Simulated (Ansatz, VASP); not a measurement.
**SnO2 in VASP and in Ansatz**

```
Sn O
1.0
     4.69627   -0.04844   -0.20300
    -0.04844    4.92109   -0.14312
    -0.13649   -0.09623    3.26104
Sn O
2 4
Direct
  0.95391 0.02626 0.95414
  0.47632 0.45426 0.49169
  0.35152 0.26812 0.01496
  0.20086 0.85672 0.57388
  0.71226 0.68248 0.05876
  0.80513 0.21216 0.40657
```

Change from the starting cell: all atoms moved at random (sigma 0.22 Å a component), cell strained at random (sigma 0.03).

Alike in both runs: task single point; functional r2SCAN; k mesh 6 × 6 × 8; occupations gaussian, width 0.05 eV; no spin polarisation.

|  | VASP | Ansatz |
| --- | --- | --- |
| version | VASP 6.6.1 | Ansatz 0.2.0 |
| potentials or method | VASP PAW PBE potentials, release 64 (Sn_d, O), cutoff 520 eV | scalar-relativistic, plane waves, PAW |
| valence electrons in the cell | 52 | 52 |

Ansatz gave:

| Item | Value |
| --- | --- |
| gap on the k mesh at the Fermi level (eV) | 0.60 |
| least direct gap on the mesh (eV) | 0.67 |
| pressure (GPa) | 5.3 |
| traceless stress, the component that is largest in VASP (GPa) | 14.67 |
| rms of the force components (eV/Å) | 2.838 |

**Question.** What did VASP give for the same quantities?

**Answer.** gap on the k mesh at the Fermi level (eV): 0.60; least direct gap on the mesh (eV): 0.66; pressure (GPa): 6.4; traceless stress, the component that is largest in VASP (GPa): 15.07; rms of the force components (eV/Å): 2.885.

VASP's potentials were made for PBE, not for r2SCAN. Atom by atom the forces differ by 0.063 eV/Å (rms over components). With one functional, cell and mesh, what is left measures potentials, basis and numerics.
